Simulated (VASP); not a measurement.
# BaTe (Fm-3m) in VASP: further runs, part 2 of 2

VASP 6.6.1. Earlier steps stand in the parts before.

## 3. Single point, PBE0

The input, POSCAR:

```
BaTe
1.0
    0.0000000000      3.5333946272      3.5333946272
    3.5333946272      0.0000000000      3.5333946272
    3.5333946272      3.5333946272      0.0000000000
Ba Te
1 1
Direct
    0.0000000000      0.0000000000      0.0000000000
    0.5000000000      0.5000000000      0.5000000000
```

The input, INCAR.step1:

```
PREC = Accurate ; ENCUT = 520
EDIFF = 1E-5 ; ISMEAR = 0
SIGMA = 0.01 ; LREAL = False
LASPH = True ; NELM = 60
ALGO = Normal ; ISIF = 2
LWAVE = True ; NBANDS = 15
GGA = PE
```

The input, INCAR.step2:

```
PREC = Accurate ; ENCUT = 520
EDIFF = 1E-7 ; ISMEAR = 0
SIGMA = 0.01 ; LREAL = False
LASPH = True ; NELM = 60
ALGO = Normal ; ISIF = 2
LWAVE = False ; LCHARG = True
GGA = PE ; LHFCALC = True
AEXX = 0.25 ; PRECFOCK = Normal
LELF = True ; LVHAR = True
NBANDS = 15 ; ISTART = 1
```

The input, KPOINTS:

```
Automatic mesh
0
Gamma
  4 4 4
```

Potentials or basis: VASP PAW PBE potentials, release 64 (Ba_sv, Te).

Run with:

```
$ cat potpaw_PBE.64/Ba_sv/POTCAR potpaw_PBE.64/Te/POTCAR > POTCAR
$ cp INCAR.step1 INCAR
$ mpirun -np 1 vasp_std > vasp.out
$ cp INCAR.step2 INCAR
$ mpirun -np 1 vasp_std > vasp.out
```

OUTCAR:

```text
PREC = Accurate
   ENCUT = 520
   EDIFF = 1E-7
   ISMEAR = 0
   LREAL = False
   LASPH = True
   NELM = 60
   ISIF = 2
   GGA = PE
   LHFCALC = True
   AEXX = 0.25
   PRECFOCK = Normal
   ISTART = 1

 ion  position               nearest neighbor table
   1  0.000  0.000  0.000-   2 3.53   2 3.53   2 3.53   2 3.53   2 3.53   2 3.53
   2  0.500  0.500  0.500-   1 3.53   1 3.53   1 3.53   1 3.53   1 3.53   1 3.53

  LATTYP: Found a face centered cubic cell.
 ALAT       =     7.0667892544

  Lattice vectors:

 A1 = (   0.0000000000,   3.5333946272,   3.5333946272)
 A2 = (   3.5333946272,   0.0000000000,   3.5333946272)
 A3 = (   3.5333946272,   3.5333946272,   0.0000000000)

Analysis of symmetry for initial positions (statically):
=====================================================================
 Subroutine PRICEL returns:
 Original cell was already a primitive cell.

 Routine SETGRP: Setting up the symmetry group for a
 face centered cubic supercell.

 Subroutine GETGRP returns: Found 48 space group operations
 (whereof 48 operations were pure point group operations)
 out of a pool of 48 trial point group operations.

The static configuration has the point symmetry O_h .

Analysis of symmetry for dynamics (positions and initial velocities):
=====================================================================
 Subroutine PRICEL returns:
 Original cell was already a primitive cell.

 Routine SETGRP: Setting up the symmetry group for a
 face centered cubic supercell.

 Subroutine GETGRP returns: Found 48 space group operations
 (whereof 48 operations were pure point group operations)
 out of a pool of 48 trial point group operations.

The dynamic configuration has the point symmetry O_h .

 Subroutine INISYM returns: Found 48 space group operations
 (whereof 48 operations are pure point group operations),
 and found     1 'primitive' translations

----------------------------------------------------------------------------------------

[... 113 lines left out ...]
   LRPA    =     F    only Hartree local field effects (RPA)
 non-spin polarized calculation
 Gauss-broadening in eV      SIGMA  =   0.01
  energy-cutoff  :      520.00
  volume of cell :       88.23
 maximum number of plane-waves:      2421
 NGX is ok and might be reduce to    40
  NGX = 28; NGY = 28; NGZ = 28

 number of electron      16.0000000 magnetization

 Free energy of the ion-electron system (eV)
  ---------------------------------------------------
  ext. energy  EPLUGINS =         0.00000000
  ---------------------------------------------------
  free energy    TOTEN  =       -10.37168945 eV

  energy without entropy =      -10.37168945  energy(sigma->0) =      -10.37168945

 E-fermi :   1.2912     XC(G=0):  -6.4518

 val. band max:        1.2301033958   @ k =   0.0000   0.0000   0.0000
 cond. band min:       4.2100941193   @ k =   0.5000   0.5000   0.0000
 fundamental gap:      2.9799907235
 Fermi energy:         1.2912053042

 k-point     1 :       0.0000    0.0000    0.0000
  band No.  band energies     occupation
      1     -27.8289      2.00000
      2     -11.9082      2.00000
      3     -11.9082      2.00000
      4     -11.9082      2.00000
      5      -9.1598      2.00000
      6       1.2301      2.00000
      7       1.2301      2.00000
      8       1.2301      2.00000
      9       5.4334      0.00000
     10       5.7277      0.00000
     11       5.7277      0.00000
     12       5.7277      0.00000
     13       6.3246      0.00000
     14       6.3246      0.00000
[... 113 lines left out ...]
      2     -12.0629      2.00000
      3     -12.0575      2.00000
      4     -12.0575      2.00000
      5      -8.7065      2.00000
      6      -0.1173      2.00000
      7       0.1862      2.00000
      8       0.1862      2.00000
      9       6.2918      0.00000
     10       6.2918      0.00000
     11       7.5964      0.00000
     12       7.9604      0.00000
     13       8.7268      0.00000
     14      10.9450      0.00000
     15      11.0488      0.00000

------------------------ aborting loop because EDIFF is reached ----------------------------------------

  FORCE on cell =-STRESS in cart. coord.  units (eV):
  Direction    XX          YY          ZZ          XY          YZ          ZX
  --------------------------------------------------------------------------------------
  -------------------------------------------------------------------------------------
  Total       -0.0590011     -0.0590011     -0.0590011      0.0000000      0.0000000     -0.0000000
  in kB       -1.0714313     -1.0714313     -1.0714313      0.0000000      0.0000000     -0.0000000
  external PRESSURE =      -1.0714313 kB  Pullay stress =       0.0000000 kB

 VOLUME and BASIS-vectors are now :
 -----------------------------------------------------------------------------
  energy-cutoff  :      520.00
  volume of cell :       88.23
      direct lattice vectors                 reciprocal lattice vectors
     0.000000000  3.533394627  3.533394627    -0.141506979  0.141506979  0.141506979
     3.533394627  0.000000000  3.533394627     0.141506979 -0.141506979  0.141506979
     3.533394627  3.533394627  0.000000000     0.141506979  0.141506979 -0.141506979

 POSITION                                       TOTAL-FORCE (eV/Angst)
 -----------------------------------------------------------------------------------
      0.00000      0.00000      0.00000         0.000000      0.000000      0.000000
      3.53339      3.53339      3.53339         0.000000      0.000000      0.000000
 -----------------------------------------------------------------------------------
    total drift:                               -0.000000     -0.000000     -0.000000

  FREE ENERGIE OF THE ION-ELECTRON SYSTEM (eV)
  ---------------------------------------------------
  free  energy   TOTEN  =       -10.3716894523 eV

  energy  without entropy=      -10.3716894523  energy(sigma->0) =      -10.37168945
```

Wall time 7.2 min (1 thread of Intel Xeon Platinum 8559C (Emerald Rapids), shared host); peak memory 0.26 GiB.

Results:

| Item | Value |
| --- | --- |
| Free energy | -10.3717 eV |
| Pressure | -0.1 GPa |
| Band gap on the k mesh | 2.98 eV (least direct gap 3.42 eV) |

Levels at points of the mesh, in eV from the valence-band top:
| k point | band 5 | band 6 | band 7 | band 8 | band 9 | band 10 | band 11 | band 12 |
| --- | --- | --- | --- | --- | --- | --- | --- | --- |
| (0.00, 0.00, 0.00) | -10.39 | 0.00 | 0.00 | 0.00 | 4.20 | 4.50 | 4.50 | 4.50 |
| (0.50, 0.00, 0.00) | -9.60 | -2.39 | -1.16 | -1.16 | 5.55 | 6.41 | 6.61 | 6.61 |
| (0.50, 0.50, 0.00) | -10.15 | -1.30 | -0.44 | -0.44 | 2.98 | 6.04 | 6.08 | 7.20 |

Caveat: the PAW data sets were made with another functional, which shifts forces and pressure a little; spin-orbit coupling is left out, which moves the levels of the heavy elements. A k mesh can miss the band edges.
